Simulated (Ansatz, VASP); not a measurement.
**One calculation of BN, two programs**

INCAR

```
PREC = Accurate
ENCUT = 600
EDIFF = 1E-6
ISMEAR = 0
SIGMA = 0.1
LREAL = False
LASPH = True
NELM = 80
ALGO = Normal
ISIF = 3
LWAVE = False
LCHARG = False
GGA = PE
IBRION = 2
NSW = 100
EDIFFG = -0.01
```

Contents of KPOINTS:

```
Automatic mesh
0
Gamma
  26 26 24
```

File POSCAR:

```
BN
1.0
    1.1362566840     -3.5725876694      0.0000000000
    1.1362566840      3.5725876694      0.0000000000
    0.0000000000      0.0000000000      2.2814890925
B N
1 1
Direct
    0.0000000000      0.0000000000      0.0000000000
    0.5000000000      0.5000000000      0.5000000000
```

Input for Ansatz:

```yaml
crystal:
  lattice:
    - [1.1362566848, -3.5725876044, 0.0]
    - [1.1362566848, 3.5725876044, 0.0]
    - [0.0, 0.0, 2.2814890942]
  atoms:
    - { symbol: B, position: [0.0, 0.0, 0.0] }
    - { symbol: "N", position: [0.5, 0.5, 0.5] }
basis:
  ecutwfc: 420
kpoints:
  mp_grid: { grid: [26, 26, 24] }
hamiltonian:
  xc: pbe
scf:
  occupations: { method: gaussian, width: 0.1 }
output:
  forces: true
  stress: true
  eigenvalues: true
relax:
  adjacent_minimum: "off"
  f_tol: 0.01
  max_steps: 80
  cell: { stress_tol: 0.05 }
```

Alike in both runs: task relaxation of cell and atoms; functional PBE; k mesh 26 × 26 × 24; occupations gaussian, width 0.1 eV; no spin polarisation.

|  | VASP | Ansatz |
| --- | --- | --- |
| version | VASP 6.6.1 | Ansatz 0.2.0 |
| potentials or method | VASP PAW PBE potentials, release 64 (B, N), cutoff 600 eV | scalar-relativistic, plane waves, PAW |
| valence electrons in the cell | 8 | 8 |

Ansatz gave:

```
gap on the k mesh at the Fermi level, each at its own relaxed structure (eV) : none
relaxed volume (Å³/atom)                                                     : 11.04
relaxed length of the cell vector where the two differ most in proportion (Å)              : 4.395
```

Task: What did VASP give for the same quantities?

Result: gap on the k mesh at the Fermi level, each at its own relaxed structure (eV): none; relaxed volume (Å³/atom): 10.37; relaxed length of the cell vector where the two differ most in proportion (Å): 4.147.

A gap of «none» marks a metal or a gap that the smearing closes. One of these differences is far larger than is usual between the two programs; its cause wasn't traced.
